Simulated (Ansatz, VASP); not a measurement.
Hf in VASP and in Ansatz

```
Hf
1.0
     0.00000    2.35007    1.72566
     2.35007    0.00000    1.72566
     2.35007    2.35007    0.00000
Hf
1
Cartesian
  0.0000 0.0000 0.0000
```

Alike in both runs: task single point; functional LDA; k mesh 20 × 20 × 20; occupations gaussian, width 0.15 eV; no spin polarisation.

|  | VASP | Ansatz |
| --- | --- | --- |
| version | VASP 6.6.1 | Ansatz 0.2.0 |
| potentials or method | VASP PAW LDA potentials, release 64 (Hf_pv), cutoff 520 eV | scalar-relativistic, plane waves, PAW |
| valence electrons in the cell | 10 | 26 |

```csv
,VASP,Ansatz,Ansatz less VASP
gap on the k mesh at the Fermi level (eV),none,none,-
pressure (GPa),8.9,8.7,-0.22
"traceless stress, the component that is largest in VASP (GPa)",0.28,0.24,-0.034
```

LDA's correlation is that of Perdew and Zunger in VASP and of Perdew and Wang (1992) in Ansatz. A gap of «none» marks a metal or a gap that the smearing closes. VASP's potentials hold 10 valence electrons a cell and Ansatz's 26, so a difference there can come from the potentials and not from the codes.

Spin-orbit coupling is off throughout.
